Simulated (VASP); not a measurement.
Runs of VASP 6.6.1 on Br. The structure is that of space group P4/mmm (No. 123), or close to it. The cells are those of the table. 

| cell | gap on the mesh (eV) | pressure (GPa) |
| --- | --- | --- |
| a = 5.030, b = 5.030, c = 3.556 Å, 3 atoms | none | (a) |
| a = 4.217, b = 4.217, c = 5.060 Å, 3 atoms | none | 0.1 |
| a = 4.868, b = 4.868, c = 3.797 Å, 3 atoms | none | -0.5 |
| a = 4.106, b = 4.106, c = 5.338 Å, 3 atoms | none | 0.3 |
| a = 4.731, b = 4.731, c = 4.021 Å, 3 atoms | none | (b) |
| a = 3.992, b = 3.992, c = 5.645 Å, 3 atoms | none | 0.9 |

Alike in all rows: task single point; level PBE+D3(BJ); potentials or basis VASP PAW PBE potentials, release 64 (Br); no spin polarisation; k mesh 12 × 12 × 12; cutoff (eV) 520; smearing gaussian 0.15 eV.

**Question.** Fill in the values left out.

**Answer.** (a) -0.7; (b) -0.2.

Caveats: an odd number of electrons without spin polarisation forces a metal; a magnetic or distorted state may lie lower.

A k mesh can miss the band edges, and the runs leave out spin-orbit coupling on Br.

A gap of «none» marks levels without a gap at the run's occupations.
